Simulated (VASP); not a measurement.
# FeSi (Pm-3m) in VASP: notebook

FeSi is run at these levels: PBE; tasks: single point, relaxation of cell and atoms.

Program: VASP 6.6.1. These are calculated values, not measurements. Logs are shortened: lines on timing, memory, paths and dates and some standing lists are left out, and cuts for length are marked.

**1. The cell of the first run**

Symmetry: Pm-3m, No. 221, cubic system. Conventional cell: a = 2.759 Å, b = 2.759 Å, c = 2.759 Å, α = 90.00°, β = 90.00°, γ = 90.00°. Within 3.2 Å of Si (site symmetry m-3m) lie 8 Fe at 2.39 Å and 6 Si at 2.76 Å. Within 3.2 Å of Fe (site symmetry m-3m) lie 8 Si at 2.39 Å and 6 Fe at 2.76 Å.

**2. Single point, PBE**

INCAR reads:

```
SYSTEM = FeSi
PREC = Accurate
ENCUT = 520
EDIFF = 1E-7
ISMEAR = 0
SIGMA = 0.1
LREAL = .False.
LASPH = .True.
NELM = 80
ALGO = Normal
ISIF = 2
LWAVE = .False.
LCHARG = .False.
GGA = PE
NBANDS = 13
```

KPOINTS reads:

```
Automatic mesh
0
Gamma
  16 16 16
  0 0 0
```

POSCAR reads:

```
FeSi
1.0
    2.7589786169      0.0000000000      0.0000000000
    0.0000000000      2.7589786169      0.0000000000
    0.0000000000      0.0000000000      2.7589786169
Si Fe
1 1
Direct
    0.0000000000      0.0000000000      0.0000000000
    0.5000000000      0.5000000000      0.5000000000
```

Potentials or basis: VASP PAW PBE potentials, release 64 (Si, Fe).

Run with:

```
$ cat potpaw_PBE.64/Si/POTCAR potpaw_PBE.64/Fe/POTCAR > POTCAR
$ mpirun -np 1 vasp_std > vasp.out
```

OUTCAR:

```text
SYSTEM = FeSi
   PREC = Accurate
   ENCUT = 520
   EDIFF = 1E-7
   ISMEAR = 0
   LREAL = .False.
   LASPH = .True.
   NELM = 80
   ISIF = 2
   GGA = PE

 ion  position               nearest neighbor table
   1  0.000  0.000  0.000-   2 2.39   2 2.39   2 2.39   2 2.39   2 2.39   2 2.39   2 2.39   2 2.39

   2  0.500  0.500  0.500-   1 2.39   1 2.39   1 2.39   1 2.39   1 2.39   1 2.39   1 2.39   1 2.39

  LATTYP: Found a simple cubic cell.
 ALAT       =     2.7589786169

  Lattice vectors:

 A1 = (   2.7589786169,   0.0000000000,   0.0000000000)
 A2 = (   0.0000000000,   2.7589786169,   0.0000000000)
 A3 = (   0.0000000000,   0.0000000000,   2.7589786169)

Analysis of symmetry for initial positions (statically):
=====================================================================
 Subroutine PRICEL returns:
 Original cell was already a primitive cell.

 Routine SETGRP: Setting up the symmetry group for a
 simple cubic supercell.

 Subroutine GETGRP returns: Found 48 space group operations
 (whereof 48 operations were pure point group operations)
 out of a pool of 48 trial point group operations.

The static configuration has the point symmetry O_h .

Analysis of symmetry for dynamics (positions and initial velocities):
=====================================================================
 Subroutine PRICEL returns:
 Original cell was already a primitive cell.

 Routine SETGRP: Setting up the symmetry group for a
 simple cubic supercell.

 Subroutine GETGRP returns: Found 48 space group operations
 (whereof 48 operations were pure point group operations)
 out of a pool of 48 trial point group operations.

The dynamic configuration has the point symmetry O_h .

 Subroutine INISYM returns: Found 48 space group operations
 (whereof 48 operations are pure point group operations),
 and found     1 'primitive' translations

----------------------------------------------------------------------------------------

                                     Primitive cell

  volume of cell :      21.0012

  direct lattice vectors                    reciprocal lattice vectors
     2.758978617  0.000000000  0.000000000     0.362452972  0.000000000  0.000000000
     0.000000000  2.758978617  0.000000000     0.000000000  0.362452972  0.000000000
     0.000000000  0.000000000  2.758978617     0.000000000  0.000000000  0.362452972

  length of vectors
     2.758978617  2.758978617  2.758978617     0.362452972  0.362452972  0.362452972

  position of ions in fractional coordinates (direct lattice)
     0.000000000  0.000000000  0.000000000
     0.500000000  0.500000000  0.500000000

  ion indices of the primitive-cell ions
   primitive index   ion index
                 1           1
                 2           2

----------------------------------------------------------------------------------------

 KPOINTS: Automatic mesh

Automatic generation of k-mesh.
 Grid dimensions read from file:
 generate k-points for:   16   16   16

 Generating k-lattice:

  Cartesian coordinates                     Fractional coordinates (reciprocal lattice)
     0.022653311  0.000000000  0.000000000     0.062500000  0.000000000  0.000000000
     0.000000000  0.022653311  0.000000000     0.000000000  0.062500000  0.000000000
     0.000000000  0.000000000  0.022653311     0.000000000  0.000000000  0.062500000

  Length of vectors
     0.022653311  0.022653311  0.022653311

  Shift w.r.t. Gamma in fractional coordinates (k-lattice)
     0.000000000  0.000000000  0.000000000

 Subroutine IBZKPT returns following result:
 ===========================================

 Found    165 irreducible k-points:

 Following reciprocal coordinates:
            Coordinates               Weight
  0.000000  0.000000  0.000000      1.000000
  0.062500  0.000000  0.000000      6.000000
  0.125000  0.000000  0.000000      6.000000
  0.187500  0.000000  0.000000      6.000000
  0.250000  0.000000  0.000000      6.000000
  0.312500  0.000000  0.000000      6.000000
[... 16 lines left out ...]
  0.437500  0.125000  0.000000     24.000000
  0.500000  0.125000  0.000000     12.000000
 [... further k-points ...]
   k-points           NKPTS =    165   k-points in BZ     NKDIM =    165   number of bands    NBANDS=     13
   number of dos      NEDOS =    301   number of ions     NIONS =      2
   total plane-waves  NPLWV =  13824
   dimension x,y,z NGX =    24 NGY =   24 NGZ =   24
   dimension x,y,z NGXF=    48 NGYF=   48 NGZF=   48
   ions per type =               1   1
   NGX,Y,Z   is equivalent  to a cutoff of  14.46, 14.46, 14.46 a.u.
   NGXF,Y,Z  is equivalent  to a cutoff of  28.92, 28.92, 28.92 a.u.
 SYSTEM =  FeSi
   PREC   = accura    normal or accurate (medium, high low for compatibility)
   ISTART =      0    job   : 0-new  1-cont  2-samecut
   ICHARG =      2    charge: 1-file 2-atom 10-const
   ISPIN  =      1    spin polarized calculation?
   LNONCOLLINEAR =      F non collinear calculations
   LSORBIT =      F    spin-orbit coupling
   LASPH  =      T    aspherical Exc in radial PAW
   ENCUT  =  520.0 eV  38.22 Ry    6.18 a.u.   5.13  5.13  5.13*2*pi/ulx,y,z
   NELM   =     80;   NELMIN=  2; NELMDL= -5     # of ELM steps
   EDIFF  = 0.1E-06   stopping-criterion for ELM
   LREAL  =      F    real-space projection
   EDIFFG = 0.1E-05   stopping-criterion for IOM
   NSW    =      0    number of steps for IOM
   IBRION =     -1    ionic relax: 0-MD 1-quasi-New 2-CG
   NFREE  =      0    steps in history (QN), initial steepest desc. (CG)
   ISIF   =      2    stress and relaxation
   ISYM   =      2    0-nonsym 1-usesym 2-fastsym
   POTIM  = 0.5000    time-step for ionic-motion
   TEBEG  =    0.0;   TEEND  =   0.0 temperature during run
   PSTRESS=    0.0 pullay stress
   NELECT =      12.0000    total number of electrons
   NUPDOWN=      -1.0000    fix difference up-down
   EMIN   =  10.00;   EMAX   =-10.00  energy-range for DOS
   EFERMI =   0.00;   METHOD = LEGACY
   ISMEAR =     0;   SIGMA  =   0.10  broadening in eV -4-tet -1-fermi 0-gaus
   EFERMI_NEDOS =   21; number of points for ismear=-14 and -15
   IALGO  =     38    algorithm
   IMIX   =      4    mixing-type and parameters
     AMIX     =   0.40;   BMIX     =  1.00
     AMIX_MAG =   1.60;   BMIX_MAG =  1.00
  volume/ion in A,a.u.               =      10.50        70.86
  Fermi-wavevector in a.u.,A,eV,Ry     =   1.358481  2.567157 25.109153  1.845471
  Thomas-Fermi vector in A             =   2.485311
   LORBIT       =      0    0 simple, 1 ext, 2 COOP (PROOUT), +10 PAW based schemes
   GGA     = PE    functional components
   LHFCALC =     F    Hartree Fock is set to
   AEXX    =    0.0000 exact exchange contribution
   IVDW    =     0    specifies the selected vdW correction
   LEPSILON=     F    determine dielectric tensor
   LRPA    =     F    only Hartree local field effects (RPA)
 non-spin polarized calculation
 Gauss-broadening in eV      SIGMA  =   0.10
  energy-cutoff  :      520.00
  volume of cell :       21.00
 maximum number of plane-waves:       587
 NGX is ok and might be reduce to    24
   NGX = 11   NGY = 11   NGZ = 11

 number of electron      11.9999997 magnetization

 Free energy of the ion-electron system (eV)
  ---------------------------------------------------
  ext. energy  EPLUGINS =         0.00000000
  ---------------------------------------------------
  free energy    TOTEN  =       -14.65274285 eV

  energy without entropy =      -14.65068000  energy(sigma->0) =      -14.65171142

 E-fermi :  11.0362     XC(G=0): -13.0585

 val. band max:       11.0319985458   @ k =   0.5000   0.4375   0.3125
 cond. band min:      11.0795062922   @ k =   0.5000   0.5000   0.0000
 fundamental gap:      0.0475077464
 Fermi energy:        11.0361993645

 k-point     1 :       0.0000    0.0000    0.0000
  band No.  band energies     occupation
      1      -3.2208      2.00000
      2       7.2467      2.00000
      3       7.2467      2.00000
      4      10.2013      2.00000
      5      10.2013      2.00000
      6      10.2013      2.00000
      7      14.3290      0.00000
      8      14.3290      0.00000
      9      14.3290      0.00000
     10      19.1153      0.00000
     11      19.1153      0.00000
     12      24.2809      0.00000
     13      31.1628      0.00000

 k-point     2 :       0.0625    0.0000    0.0000
  band No.  band energies     occupation
      1      -3.1435      2.00000
      2       7.2006      2.00000
      3       7.2774      2.00000
      4      10.1121      2.00000
      5      10.1122      2.00000
      6      10.2083      2.00000
      7      13.8720      0.00000
      8      14.4810      0.00000
      9      14.4810      0.00000
     10      19.0707      0.00000
     11      19.5685      0.00000
     12      24.5249      0.00000
     13      30.4091      0.00000

 k-point     3 :       0.1250    0.0000    0.0000
  band No.  band energies     occupation
      1      -2.9129      2.00000
      2       7.0257      2.00000
      3       7.3666      2.00000
      4       9.8827      2.00000
      5       9.8827      2.00000
      6      10.2284      2.00000
      7      12.9450      0.00000
      8      14.9003      0.00000
      9      14.9003      0.00000
     10      18.9398      0.00000
     11      20.4622      0.00000
     12      25.3048      0.00000
     13      28.9411      0.00000
[... 305 lines left out ...]
 k-point    23 :       0.4375    0.1250    0.0000
  band No.  band energies     occupation
      1       0.4474      2.00000
      2       3.1359      2.00000
      3       8.1079      2.00000
      4       8.4664      2.00000
      5       8.7749      2.00000
      6      10.1799      2.00000
      7      11.3757      0.00000
      8      16.3104      0.00000
      9      19.0333      0.00000
     10      19.2023      0.00000
     11      20.6546      0.00000
     12      22.0901      0.00000
     13      25.0436      0.00000

 k-point    24 :       0.5000    0.1250    0.0000
  band No.  band energies     occupation
      1       0.9143      2.00000
      2       2.5942      2.00000
      3       8.2486      2.00000
      4       8.3336      2.00000
      5       8.7339      2.00000
      6      10.1893      2.00000
      7      11.3834      0.00000
      8      16.5199      0.00000
      9      19.0370      0.00000
     10      19.7067      0.00000
     11      20.2978      0.00000
     12      21.4989      0.00000
     13      25.2561      0.00000

 [... further k-points ...]
[... 5 lines left out ...]
  --------------------------------------------------------------------------------------
  -------------------------------------------------------------------------------------
  Total        0.0289416      0.0289416      0.0289416     -0.0000000      0.0000000     -0.0000000
  in kB        2.2079469      2.2079469      2.2079469     -0.0000000      0.0000000     -0.0000000
  external PRESSURE =       2.2079469 kB  Pullay stress =       0.0000000 kB

 VOLUME and BASIS-vectors are now :
 -----------------------------------------------------------------------------
  energy-cutoff  :      520.00
  volume of cell :       21.00
      direct lattice vectors                 reciprocal lattice vectors
     2.758978617  0.000000000  0.000000000     0.362452972  0.000000000  0.000000000
     0.000000000  2.758978617  0.000000000     0.000000000  0.362452972  0.000000000
     0.000000000  0.000000000  2.758978617     0.000000000  0.000000000  0.362452972

 POSITION                                       TOTAL-FORCE (eV/Angst)
 -----------------------------------------------------------------------------------
      0.00000      0.00000      0.00000         0.000000      0.000000      0.000000
      1.37949      1.37949      1.37949         0.000000      0.000000      0.000000
 -----------------------------------------------------------------------------------
    total drift:                                0.000000     -0.000000     -0.000000

  FREE ENERGIE OF THE ION-ELECTRON SYSTEM (eV)
  ---------------------------------------------------
  free  energy   TOTEN  =       -14.6527428452 eV

  energy  without entropy=      -14.6506800035  energy(sigma->0) =      -14.65171142
```

Run time: 29 s. Hardware: 1 thread of Intel Xeon Platinum 8488C (Sapphire Rapids), shared host; peak memory 0.17 GiB.

What came out:

```yaml
Free_energy: -14.6527 eV
Pressure: 0.2 GPa
Band_gap_on_the_k_mesh: zero (band 6 reaches 11.14 eV, above the bottom of band 7 at 10.94 eV)
```

Spin polarisation is off, so any magnetic state and its effect on volume and gap are missing.

**3. Relaxation of cell and atoms, PBE**

INCAR reads:

```
SYSTEM = FeSi
  ALGO = Normal
  EDIFF = 1E-7
  EDIFFG = -0.01
  ENCUT = 600
  GGA = PE
  IBRION = 2
  ISIF = 3
  ISMEAR = 0
  LASPH = .True.
  LCHARG = .False.
  LREAL = .False.
  LWAVE = .False.
  NELM = 100
  NSW = 80
  PREC = Accurate
  SIGMA = 0.1
```

KPOINTS reads:

```
k-points
0
Gamma
  16 16 16
  0 0 0
```

POSCAR reads:

```
FeSi
1.0
    2.7601470128      0.0000000000      0.0000000000
    0.0000000000      2.7601470128      0.0000000000
    0.0000000000      0.0000000000      2.7601470128
Si Fe
1 1
Direct
    0.0000000000      0.0000000000      0.0000000000
    0.5000000000      0.5000000000      0.5000000000
```

Potentials or basis: VASP PAW PBE potentials, release 64 (Si, Fe).

Run with:

```
$ cat potpaw_PBE.64/Si/POTCAR potpaw_PBE.64/Fe/POTCAR > POTCAR
$ mpirun -np 1 vasp_std > vasp.out
```

It took 26 s on 1 thread of Intel Xeon Platinum 8488C (Sapphire Rapids), shared host; peak memory 0.18 GiB.

The run converged. Its results:

```
Free energy             : -14.6525 eV
Pressure after relaxing : -0.1 GPa
Band gap on the k mesh  : zero (band 6 reaches 11.12 eV, above the bottom of band 7 at 10.92 eV)
```

Final structure:
```
Si Fe
1.0
     2.76015    0.00000    0.00000
     0.00000    2.76015    0.00000
     0.00000    0.00000    2.76015
Si Fe
1 1
Direct
  0.00000 0.00000 0.00000
  0.50000 0.50000 0.50000
```

Levels at points of the mesh, in eV from the Fermi level:
| k point | band 4 | band 5 | band 6 | band 7 | band 8 | band 9 |
| --- | --- | --- | --- | --- | --- | --- |
| (0.00, 0.00, 0.00) | -0.83 | -0.83 | -0.83 | 3.29 | 3.29 | 3.29 |
| (0.50, 0.00, 0.00) | -2.37 | -2.37 | -0.65 | 0.37 | 6.65 | 8.70 |
| (0.50, 0.50, 0.00) | -3.81 | -1.82 | -1.82 | 0.04 | 2.36 | 2.80 |
| (0.50, 0.50, 0.50) | -1.48 | 0.10 | 0.10 | 1.67 | 1.67 | 1.67 |

Caveat: the relaxation stopped at its first step, so nothing moved. Spin polarisation is off, so any magnetic state and its effect on volume and gap are missing.
